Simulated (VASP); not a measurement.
# Cr (Im-3m) in VASP: a series of runs, part 2 of 2

VASP 6.6.1. The steps go on from the part before.

### 4 Single point, PBE, collinear spin, ferromagnetic start (volume scaled by 0.94)

INCAR

```
SYSTEM = Cr
PREC = Accurate ; ENCUT = 520
EDIFF = 1E-7 ; ISMEAR = -1
SIGMA = 0.05 ; LREAL = .False.
LASPH = .True. ; NELM = 150
ALGO = Fast ; ISIF = 2
LWAVE = .False. ; LCHARG = .False.
ISPIN = 2 ; MAGMOM = 3
LORBIT = 11 ; LMAXMIX = 4
GGA = PE ; NBANDS = 16
```

KPOINTS

```
Automatic mesh
0
Gamma
  12 12 12
  0 0 0
```

POSCAR

```
Cr
1.0
   -1.4541462833      1.4541462833      1.4541462833
    1.4541462833     -1.4541462833      1.4541462833
    1.4541462833      1.4541462833     -1.4541462833
Cr
1
Direct
    0.0000000000      0.0000000000      0.0000000000
```

Potentials or basis: VASP PAW PBE potentials, release 64 (Cr_pv).

Run with:

```sh
> cat potpaw_PBE.64/Cr_pv/POTCAR > POTCAR
> mpirun -np 1 vasp_std > vasp.out
```

OUTCAR:

```text
SYSTEM = Cr
   PREC = Accurate
   ENCUT = 520
   EDIFF = 1E-7
   ISMEAR = -1
   LREAL = .False.
   LASPH = .True.
   NELM = 150
   ISIF = 2
   ISPIN = 2
   LORBIT = 11
   GGA = PE

 ion  position               nearest neighbor table
   1  0.000  0.000  0.000-

  LATTYP: Found a body centered cubic cell.
 ALAT       =     2.9082925666

  Lattice vectors:

 A1 = (  -1.4541462833,   1.4541462833,   1.4541462833)
 A2 = (   1.4541462833,  -1.4541462833,   1.4541462833)
 A3 = (   1.4541462833,   1.4541462833,  -1.4541462833)

Analysis of symmetry for initial positions (statically):
=====================================================================
 Subroutine PRICEL returns:
 Original cell was already a primitive cell.

 Routine SETGRP: Setting up the symmetry group for a
 body centered cubic supercell.

 Subroutine GETGRP returns: Found 48 space group operations
 (whereof 48 operations were pure point group operations)
 out of a pool of 48 trial point group operations.

The static configuration has the point symmetry O_h .

Analysis of symmetry for dynamics (positions and initial velocities):
=====================================================================
 Subroutine PRICEL returns:
 Original cell was already a primitive cell.

 Routine SETGRP: Setting up the symmetry group for a
 body centered cubic supercell.

 Subroutine GETGRP returns: Found 48 space group operations
 (whereof 48 operations were pure point group operations)
 out of a pool of 48 trial point group operations.

The dynamic configuration has the point symmetry O_h .

Analysis of structural, dynamic, and magnetic symmetry:
=====================================================================
 Subroutine PRICEL returns:
 Original cell was already a primitive cell.

 Routine SETGRP: Setting up the symmetry group for a
 body centered cubic supercell.

 Subroutine GETGRP returns: Found 48 space group operations
 (whereof 48 operations were pure point group operations)
 out of a pool of 48 trial point group operations.
[... 128 lines left out ...]
   LEPSILON=     F    determine dielectric tensor
   LRPA    =     F    only Hartree local field effects (RPA)
 spin polarized calculation
 RMM-DIIS sequential band-by-band and
  energy-cutoff  :      520.00
  volume of cell :       12.30
 maximum number of plane-waves:       370
   NGX =  9   NGY =  9   NGZ =  9

 number of electron      11.9999998 magnetization       0.0002720

 number of electron      11.9999998 magnetization      -0.0000003

 Free energy of the ion-electron system (eV)
  ---------------------------------------------------
  ext. energy  EPLUGINS =         0.00000000
  ---------------------------------------------------
  free energy    TOTEN  =        -9.48358522 eV

  energy without entropy =       -9.47873143  energy(sigma->0) =       -9.48115832

 E-fermi :  10.0786     XC(G=0): -13.3104

 val. band max:       10.0063851656   @ k =   0.1667   0.0000   0.0000
 cond. band min:      10.1405858578   @ k =   0.4167   0.0833   0.0000
 fundamental gap:      0.1342006923
 Fermi energy:        10.0785770833

 spin component 1

 k-point     1 :       0.0000    0.0000    0.0000
  band No.  band energies     occupation
      1     -32.6841      1.00000
      2     -32.6841      1.00000
      3     -32.6841      1.00000
      4       2.4773      1.00000
      5       9.2812      1.00000
      6       9.2812      1.00000
[... 435 lines left out ...]
      5       7.7912      1.00000
      6       9.8879      0.97841
[... 8 lines left out ...]
     15      40.5773      0.00000
     16      41.5436      0.00000

 [... further k-points ...]

 spin component 2

 k-point     1 :       0.0000    0.0000    0.0000
  band No.  band energies     occupation
      1     -32.6842      1.00000
      2     -32.6842      1.00000
      3     -32.6842      1.00000
      4       2.4773      1.00000
      5       9.2812      1.00000
      6       9.2812      1.00000
[... 435 lines left out ...]
      5       7.7912      1.00000
      6       9.8879      0.97840
[... 8 lines left out ...]
     15      40.5773      0.00000
     16      41.5436      0.00000

 [... further k-points ...]
[... 5 lines left out ...]
  --------------------------------------------------------------------------------------
  -------------------------------------------------------------------------------------
  Total       -1.1384033     -1.1384033     -1.1384033     -0.0000000      0.0000000     -0.0000000
  in kB     -148.2936065   -148.2936065   -148.2936065     -0.0000000      0.0000000     -0.0000000
  external PRESSURE =    -148.2936065 kB  Pullay stress =       0.0000000 kB

 VOLUME and BASIS-vectors are now :
 -----------------------------------------------------------------------------
  energy-cutoff  :      520.00
  volume of cell :       12.30
      direct lattice vectors                 reciprocal lattice vectors
    -1.454146283  1.454146283  1.454146283     0.000000000  0.343844361  0.343844361
     1.454146283 -1.454146283  1.454146283     0.343844361  0.000000000  0.343844361
     1.454146283  1.454146283 -1.454146283     0.343844361  0.343844361  0.000000000

 POSITION                                       TOTAL-FORCE (eV/Angst)
 -----------------------------------------------------------------------------------
      0.00000      0.00000      0.00000        -0.000000      0.000000     -0.000000
 -----------------------------------------------------------------------------------
    total drift:                                0.000000     -0.000000      0.000000

  FREE ENERGIE OF THE ION-ELECTRON SYSTEM (eV)
  ---------------------------------------------------
  free  energy   TOTEN  =        -9.4835852181 eV

  energy  without entropy=       -9.4787314309  energy(sigma->0) =       -9.48115832

 total charge

# of ion       s       p       d       tot
------------------------------------------
    1        0.417   6.363   4.150  10.930

 magnetization (x)

# of ion       s       p       d       tot
------------------------------------------
    1       -0.000   0.000  -0.000  -0.000
```

OSZICAR:

```text
N       E                     dE             d eps       ncg     rms          rms(c)
DAV:   1     0.814439359392E+02    0.81444E+02   -0.63475E+03  4720   0.850E+02
DAV:   2    -0.829213663988E+01   -0.89736E+02   -0.85557E+02  4960   0.244E+02
DAV:   3    -0.977038778109E+01   -0.14783E+01   -0.14737E+01  5248   0.346E+01
DAV:   4    -0.977586137683E+01   -0.54736E-02   -0.54735E-02  5432   0.209E+00
DAV:   5    -0.977590513718E+01   -0.43760E-04   -0.43760E-04  5208   0.167E-01    0.176E+01
RMM:   6    -0.942986781506E+01    0.34604E+00   -0.18940E+00  5392   0.129E+01    0.378E+00
RMM:   7    -0.948444195499E+01   -0.54574E-01   -0.84109E-02  5076   0.264E+00    0.218E+00
RMM:   8    -0.948686365359E+01   -0.24217E-02   -0.59657E-03  5568   0.823E-01    0.983E-01
RMM:   9    -0.948319052503E+01    0.36731E-02   -0.15515E-03  5424   0.433E-01    0.326E-01
RMM:  10    -0.948358260814E+01   -0.39208E-03   -0.42040E-04  5371   0.217E-01    0.614E-02
RMM:  11    -0.948359066504E+01   -0.80569E-05   -0.52056E-05  5655   0.754E-02    0.220E-02
RMM:  12    -0.948358905440E+01    0.16106E-05   -0.45730E-06  5519   0.244E-02    0.105E-02
RMM:  13    -0.948358518555E+01    0.38688E-05   -0.13119E-06  5525   0.127E-02    0.255E-03
RMM:  14    -0.948358521811E+01   -0.32563E-07   -0.20957E-07  4902   0.525E-03
   1 F= -.94835852E+01 E0= -.94811583E+01  d E =-.485379E-02  mag=    -0.0000
```

Wall time 36 s (1 thread of Intel Xeon 6975P-C, shared host); peak memory 0.14 GiB.

What came out:

```
Free energy                                           : -9.4836 eV
Pressure                                              : -14.8 GPa
Band gap on the k mesh                                : zero (filled and empty bands overlap)
Net moment                                            : 0.00 μB per cell
Valence electrons inside the program's atomic spheres : Cr 10.93
```

Caveat: the starting moments collapsed, and a magnetic state may lie lower.

### 5 Single point, PBE, collinear spin, ferromagnetic start (volume scaled by 0.96)

INCAR

```
SYSTEM = Cr
PREC = Accurate
ENCUT = 520
EDIFF = 1E-7
ISMEAR = -1
SIGMA = 0.05
LREAL = .False.
LASPH = .True.
NELM = 150
ALGO = Normal
ISIF = 2
LWAVE = .False.
LCHARG = .False.
ISPIN = 2
MAGMOM = 3
LORBIT = 11
LMAXMIX = 4
GGA = PE
NBANDS = 16
```

KPOINTS

```
regular mesh
0
Gamma
  12 12 12
  0 0 0
```

POSCAR

```
Cr
1.0
   -1.4643870875      1.4643870875      1.4643870875
    1.4643870875     -1.4643870875      1.4643870875
    1.4643870875      1.4643870875     -1.4643870875
Cr
1
Direct
    0.0000000000      0.0000000000      0.0000000000
```

Potentials or basis: VASP PAW PBE potentials, release 64 (Cr_pv).

Run with:

```sh
> cat potpaw_PBE.64/Cr_pv/POTCAR > POTCAR
> mpirun -np 1 vasp_std > vasp.out
```

OUTCAR:

```text
SYSTEM = Cr
   PREC = Accurate
   ENCUT = 520
   EDIFF = 1E-7
   ISMEAR = -1
   LREAL = .False.
   LASPH = .True.
   NELM = 150
   ISIF = 2
   ISPIN = 2
   LORBIT = 11
   GGA = PE

 ion  position               nearest neighbor table
   1  0.000  0.000  0.000-

  LATTYP: Found a body centered cubic cell.
 ALAT       =     2.9287741750

  Lattice vectors:

 A1 = (  -1.4643870875,   1.4643870875,   1.4643870875)
 A2 = (   1.4643870875,  -1.4643870875,   1.4643870875)
[... 1121 lines left out ...]
  -------------------------------------------------------------------------------------
  Total       -1.4628022     -1.4628022     -1.4628022      0.0000000      0.0000000      0.0000000
  in kB     -186.5814780   -186.5814780   -186.5814780      0.0000000      0.0000000      0.0000000
  external PRESSURE =    -186.5814780 kB  Pullay stress =       0.0000000 kB

 VOLUME and BASIS-vectors are now :
 -----------------------------------------------------------------------------
  energy-cutoff  :      520.00
  volume of cell :       12.56
      direct lattice vectors                 reciprocal lattice vectors
    -1.464387088  1.464387088  1.464387088     0.000000000  0.341439777  0.341439777
     1.464387088 -1.464387088  1.464387088     0.341439777  0.000000000  0.341439777
     1.464387088  1.464387088 -1.464387088     0.341439777  0.341439777  0.000000000

 POSITION                                       TOTAL-FORCE (eV/Angst)
 -----------------------------------------------------------------------------------
      0.00000      0.00000      0.00000         0.000000      0.000000      0.000000
 -----------------------------------------------------------------------------------
    total drift:                                0.000000     -0.000000      0.000000

  FREE ENERGIE OF THE ION-ELECTRON SYSTEM (eV)
  ---------------------------------------------------
  free  energy   TOTEN  =        -9.4563008272 eV

  energy  without entropy=       -9.4511295555  energy(sigma->0) =       -9.45371519

 total charge

# of ion       s       p       d       tot
------------------------------------------
    1        0.410   6.351   4.129  10.889

 magnetization (x)

# of ion       s       p       d       tot
------------------------------------------
    1       -0.000   0.000   0.000   0.000
```

OSZICAR:

```text
N       E                     dE             d eps       ncg     rms          rms(c)
DAV:   1     0.826479520651E+02    0.82648E+02   -0.62343E+03  4672   0.846E+02
DAV:   2    -0.825276554451E+01   -0.90901E+02   -0.86550E+02  4976   0.246E+02
DAV:   3    -0.978808721047E+01   -0.15353E+01   -0.15312E+01  5200   0.353E+01
DAV:   4    -0.979389362756E+01   -0.58064E-02   -0.58063E-02  5416   0.217E+00
DAV:   5    -0.979394106072E+01   -0.47433E-04   -0.47434E-04  5248   0.175E-01    0.172E+01
DAV:   6    -0.940159049402E+01    0.39235E+00   -0.23386E+00  4728   0.264E+01    0.373E+00
DAV:   7    -0.945615776885E+01   -0.54567E-01   -0.18391E-01  4816   0.327E+00    0.214E+00
DAV:   8    -0.945910717898E+01   -0.29494E-02   -0.47745E-03  5176   0.891E-01    0.992E-01
DAV:   9    -0.945600741110E+01    0.30998E-02   -0.17836E-03  5072   0.481E-01    0.256E-01
DAV:  10    -0.945629534950E+01   -0.28794E-03   -0.28774E-04  5032   0.201E-01    0.546E-02
DAV:  11    -0.945630564408E+01   -0.10295E-04   -0.13271E-05  5088   0.322E-02    0.219E-02
DAV:  12    -0.945630445868E+01    0.11854E-05   -0.20623E-06  5032   0.128E-02    0.114E-02
DAV:  13    -0.945630075836E+01    0.37003E-05   -0.57038E-07  4592   0.648E-03    0.183E-03
DAV:  14    -0.945630082717E+01   -0.68809E-07   -0.78782E-08  3480   0.307E-03
   1 F= -.94563008E+01 E0= -.94537152E+01  d E =-.517127E-02  mag=    -0.0000
```

Wall time 25 s (1 thread of Intel Xeon 6975P-C, shared host); peak memory 0.14 GiB.

Results:

- Free energy: -9.4563 eV
- Pressure: -18.7 GPa
- Band gap on the k mesh: zero (filled and empty bands overlap)
- Net moment: 0.00 μB per cell
- Valence electrons inside the program's atomic spheres: Cr 10.89

Levels at points of the mesh, in eV from the Fermi level:
Spin up:
```
           k point  band 2  band 3  band 4  band 5  band 6  band 7  band 8  band 9  band 10  band 11
(0.00, 0.00, 0.00)  -42.78  -42.78   -7.52   -0.77   -0.77   -0.77    1.07    1.07     7.12    21.67
(0.50, 0.00, 0.00)  -43.01  -42.79   -3.99   -2.14    0.96    1.06    1.36    2.56     7.11     9.00
(0.50, 0.50, 0.50)  -43.27  -43.27   -3.78   -3.78    2.21    2.21    2.21    7.12     9.91     9.91
```
Spin down:
```
           k point  band 3  band 4  band 5  band 6  band 7  band 8  band 9  band 10
(0.00, 0.00, 0.00)  -42.78   -7.52   -0.77   -0.77   -0.77    1.07    1.07     7.12
(0.50, 0.00, 0.00)  -42.79   -3.99   -2.14    0.96    1.06    1.36    2.56     7.11
(0.50, 0.50, 0.50)  -43.27   -3.78   -3.78    2.21    2.21    2.21    7.12     9.91
```

Caveat: the starting moments collapsed, and a magnetic state may lie lower.
